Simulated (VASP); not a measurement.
# Nb16N (a cell with a defect) in VASP: single point with PBE

Aim: the single point of Nb16N (a cell with a defect) with PBE.

Everything below comes from runs of VASP 6.6.1. Logs are shortened: lines on timing, memory, paths and dates and some standing lists are left out, and cuts for length are marked.

## 1. The cell of the first run

The cell holds a defect, 17 atoms: a = 6.600 Å, b = 6.600 Å, c = 6.600 Å, α = 90.00°, β = 90.00°, γ = 90.00°.

## 2. Single point, PBE

INCAR

```
SYSTEM = Nb16N
PREC = Accurate ; ENCUT = 520
EDIFF = 1E-6 ; ISMEAR = 0
SIGMA = 0.15 ; LREAL = Auto
LASPH = .True. ; NELM = 80
ALGO = Normal ; ISIF = 2
LWAVE = .False. ; LCHARG = .False.
GGA = PE ; NBANDS = 120
```

KPOINTS

```
regular mesh
0
Gamma
  3 3 3
  0 0 0
```

POSCAR

```
Nb16N
1.0
    6.6000000000      0.0000000000      0.0000000000
    0.0000000000      6.6000000000      0.0000000000
    0.0000000000      0.0000000000      6.6000000000
Nb N
16 1
Direct
    0.0069022042     -0.0004135747      0.0446880211
    0.5068718809     -0.0004027192      0.0018132980
    0.0068976419      0.4995977025      0.0018078302
    0.0068728700     -0.0003583298      0.4564274667
    0.2653414931      0.2580210077      0.2505515587
    0.5069402300      0.4995957508     -0.0030826439
    0.5068648427     -0.0003946109      0.4993016150
    0.7484970363      0.2580413058      0.2505117465
    0.0068766490      0.4995992678      0.4992895550
    0.2653306207      0.7411830692      0.2505773120
    0.2514444788      0.2440864895      0.7505662407
    0.5069501675      0.4995985117      0.5041992985
    0.7484961493      0.7411773373      0.2505464430
    0.7623837913      0.2440647266      0.7505434570
    0.2514008799      0.7550910601      0.7505653256
    0.7623902398      0.7551471347      0.7505485988
    0.0069882647     -0.0003800692      0.7505490571
```

Potentials or basis: VASP PAW PBE potentials, release 64 (Nb_sv, N).

Command:

```
cat potpaw_PBE.64/Nb_sv/POTCAR potpaw_PBE.64/N/POTCAR > POTCAR
mpirun -np 1 vasp_std > vasp.out
```

OUTCAR:

```text
SYSTEM = Nb16N
   PREC = Accurate
   ENCUT = 520
   EDIFF = 1E-6
   ISMEAR = 0
   LREAL = Auto
   LASPH = .True.
   NELM = 80
   ISIF = 2
   GGA = PE

 ion  position               nearest neighbor table
   1  0.007  1.000  0.045-  17 1.94   4 2.72  13 2.77   8 2.77  10 2.77   5 2.77  16 3.00  15 3.00
                            14 3.00  11 3.00
   2  0.507  1.000  0.002-   5 2.85  10 2.85   8 2.85  13 2.85  11 2.86  15 2.86  16 2.86  14 2.86

   3  0.007  0.500  0.002-   8 2.85  13 2.85   5 2.85  10 2.85  15 2.86  11 2.86  14 2.86  16 2.86
[... 21 lines left out ...]
  14  0.762  0.244  0.751-  17 2.28   7 2.86   2 2.86   9 2.86   3 2.86  12 2.89   6 2.89   4 3.00
                             1 3.00
  15  0.251  0.755  0.751-  17 2.28   2 2.86   3 2.86   7 2.86   9 2.86   6 2.89  12 2.89   1 3.00
                             4 3.00
  16  0.762  0.755  0.751-  17 2.28   7 2.86   2 2.86   9 2.86   3 2.86  12 2.89   6 2.89   1 3.00
                             4 3.00
  17  0.007  1.000  0.751-   4 1.94   1 1.94  11 2.28  15 2.28  14 2.28  16 2.28

  LATTYP: Found a simple cubic cell.
 ALAT       =     6.6000000000

  Lattice vectors:

 A1 = (   6.6000000000,   0.0000000000,   0.0000000000)
 A2 = (   0.0000000000,   6.6000000000,   0.0000000000)
 A3 = (   0.0000000000,   0.0000000000,   6.6000000000)

Analysis of symmetry for initial positions (statically):
=====================================================================
 Subroutine PRICEL returns:
 Original cell was already a primitive cell.

 Routine SETGRP: Setting up the symmetry group for a
 simple cubic supercell.

 Subroutine GETGRP returns: Found  1 space group operations
 (whereof  1 operations were pure point group operations)
 out of a pool of 48 trial point group operations.

The static configuration has the point symmetry C_1 .

Analysis of symmetry for dynamics (positions and initial velocities):
=====================================================================
 Subroutine PRICEL returns:
 Original cell was already a primitive cell.

 Routine SETGRP: Setting up the symmetry group for a
 simple cubic supercell.

 Subroutine GETGRP returns: Found  1 space group operations
 (whereof  1 operations were pure point group operations)
 out of a pool of 48 trial point group operations.

The dynamic configuration has the point symmetry C_1 .

 Subroutine INISYM returns: Found  1 space group operations
 (whereof  1 operations are pure point group operations),
 and found     1 'primitive' translations

----------------------------------------------------------------------------------------
[... 121 lines left out ...]
   TEBEG  =    0.0;   TEEND  =   0.0 temperature during run
   PSTRESS=    0.0 pullay stress
   NELECT =     213.0000    total number of electrons
   NUPDOWN=      -1.0000    fix difference up-down
   EMIN   =  10.00;   EMAX   =-10.00  energy-range for DOS
   EFERMI =   0.00;   METHOD = LEGACY
   ISMEAR =     0;   SIGMA  =   0.15  broadening in eV -4-tet -1-fermi 0-gaus
   EFERMI_NEDOS =   21; number of points for ismear=-14 and -15
   IALGO  =     38    algorithm
   IMIX   =      4    mixing-type and parameters
     AMIX     =   0.40;   BMIX     =  1.00
     AMIX_MAG =   1.60;   BMIX_MAG =  1.00
  volume/ion in A,a.u.               =      16.91       114.12
  Fermi-wavevector in a.u.,A,eV,Ry     =   1.481349  2.799344 29.856560  2.194395
  Thomas-Fermi vector in A             =   2.595270
   LORBIT       =      0    0 simple, 1 ext, 2 COOP (PROOUT), +10 PAW based schemes
   GGA     = PE    functional components
   LHFCALC =     F    Hartree Fock is set to
   AEXX    =    0.0000 exact exchange contribution
   IVDW    =     0    specifies the selected vdW correction
   LEPSILON=     F    determine dielectric tensor
   LRPA    =     F    only Hartree local field effects (RPA)
 non-spin polarized calculation
 Gauss-broadening in eV      SIGMA  =   0.15
  energy-cutoff  :      520.00
  volume of cell :      287.50
 maximum number of plane-waves:      7809
 NGX is ok and might be reduce to    50
   NGX = 25   NGY = 25   NGZ = 25

 number of electron     213.0000008 magnetization

 Free energy of the ion-electron system (eV)
  ---------------------------------------------------
  ext. energy  EPLUGINS =         0.00000000
  ---------------------------------------------------
  free energy    TOTEN  =      -173.68873879 eV

  energy without entropy =     -173.53341871  energy(sigma->0) =     -173.61107875

 E-fermi :  11.5289     XC(G=0): -12.6278

 val. band max:       11.4970425862   @ k =   0.0000   0.3333   0.0000
 cond. band min:      11.5653303772   @ k =   0.0000   0.3333   0.3333
 fundamental gap:      0.0682877910
 Fermi energy:        11.5288677836

 k-point     1 :       0.0000    0.0000    0.0000
  band No.  band energies     occupation
      1     -42.9880      2.00000
      2     -42.8874      2.00000
      3     -42.8874      2.00000
      4     -42.8661      2.00000
      5     -42.8033      2.00000
      6     -42.6941      2.00000
[... 1683 lines left out ...]
    117      13.6905      0.00000
    118      13.7400      0.00000
 [bands above 118 left out]

------------------------ aborting loop because EDIFF is reached ----------------------------------------

  FORCE on cell =-STRESS in cart. coord.  units (eV):
  Direction    XX          YY          ZZ          XY          YZ          ZX
  --------------------------------------------------------------------------------------
  -------------------------------------------------------------------------------------
  Total        6.0123780      6.0102994     20.9671913     -0.0001759      0.0003477     -0.0016487
  in kB       33.5061903     33.4946069    116.8473945     -0.0009801      0.0019379     -0.0091879
  external PRESSURE =      61.2827306 kB  Pullay stress =       0.0000000 kB

 VOLUME and BASIS-vectors are now :
 -----------------------------------------------------------------------------
  energy-cutoff  :      520.00
  volume of cell :      287.50
      direct lattice vectors                 reciprocal lattice vectors
     6.600000000  0.000000000  0.000000000     0.151515152  0.000000000  0.000000000
     0.000000000  6.600000000  0.000000000     0.000000000  0.151515152  0.000000000
     0.000000000  0.000000000  6.600000000     0.000000000  0.000000000  0.151515152

 POSITION                                       TOTAL-FORCE (eV/Angst)
 -----------------------------------------------------------------------------------
      0.04555      6.59727      0.29494         0.000835      0.001021     -0.032600
      3.34535      6.59734      0.01197         0.003143     -0.000369      0.006742
      0.04552      3.29734      0.01193         0.002636      0.000667      0.006163
      0.04536      6.59764      3.01242         0.002117     -0.002467      0.029052
      1.75125      1.70294      1.65364        -0.007467     -0.005141     -0.000096
      3.34581      3.29733      6.57965        -0.000296      0.000738     -0.020849
[... 9 lines left out ...]
      5.03178      4.98397      4.95362         0.002133     -0.002268     -0.000152
      0.04612      6.59749      4.95362        -0.003928     -0.000763      0.002327
 -----------------------------------------------------------------------------------
    total drift:                                0.005797      0.001676      0.000429

  FREE ENERGIE OF THE ION-ELECTRON SYSTEM (eV)
  ---------------------------------------------------
  free  energy   TOTEN  =      -173.6887387907 eV

  energy  without entropy=     -173.5334187061  energy(sigma->0) =     -173.61107875
```

stdout:

```text
POSCAR found type information on POSCAR NbN
 POSCAR found :  2 types and      17 ions
 scaLAPACK will be used
 LDA part: xc-table for (Slater+PW92), standard interpolation
 POSCAR, INCAR and KPOINTS ok, starting setup
 FFT: planning ... GRIDC
 FFT: planning ... GRID_SOFT
 FFT: planning ... GRID
 WAVECAR not read
 entering main loop
```

Run time: 40 min. Hardware: 1 thread of Intel Xeon 8259CL, shared host; peak memory 0.52 GiB.

What came out:

- Free energy: -173.6887 eV
- Pressure: 6.1 GPa
- Largest force: 0.033 eV/Å
- Band gap on the k mesh: zero (an odd number of electrons rules out a gap without spin polarisation)

Forces on the atoms (eV/Å):
```
Nb   0.001  0.001 -0.033
Nb   0.003  0.000  0.007
Nb   0.003  0.001  0.006
Nb   0.002 -0.002  0.029
Nb  -0.007 -0.005  0.000
Nb   0.000  0.001 -0.021
Nb   0.003  0.000 -0.006
Nb   0.004 -0.006  0.001
Nb   0.003  0.001 -0.005
Nb  -0.008  0.004  0.000
Nb  -0.005  0.000  0.000
Nb  -0.002  0.001  0.020
Nb   0.005  0.006  0.000
Nb   0.003  0.002  0.000
Nb  -0.002  0.001  0.000
Nb   0.002 -0.002  0.000
N   -0.004 -0.001  0.002
```

The gap in the log of VASP goes by the Fermi energy; the results here count the filled bands.